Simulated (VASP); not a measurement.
Crystal: ZnCu2SnS4.

```
Zn Cu Sn S
1.0
    -2.69028    2.69028    5.37740
     2.69028   -2.69028    5.37740
     2.69028    2.69028   -5.37740
Zn Cu Sn S
1 2 1 4
Direct
  0.25000 0.75000 0.50000
  0.00000 0.00000 0.00000
  0.75000 0.25000 0.50000
  0.50000 0.50000 0.00000
  0.37057 0.89769 0.00869
  0.10231 0.11100 0.47287
  0.88900 0.36188 0.99131
  0.63812 0.62943 0.52713
```

Base run:

- Program: VASP 6.6.1
- Functional: TB-mBJ
- Potentials or basis: VASP PAW PBE potentials, release 64 (Zn, Cu, Sn_d, S)
- Cutoff: 520 eV
- k mesh: 10 × 10 × 10
- Occupations: gaussian, width 0.03 eV
- Spin: no spin polarisation

Its results: band gap on the k mesh 0.69 eV.

Problem. The run is repeated on the same cell with these changes: functional from TB-mBJ to r2SCAN. What comes out?

Solution. Band gap on the k mesh 0.48 eV.

Caveats: spin-orbit coupling is left out, which moves the levels of the heavy elements.
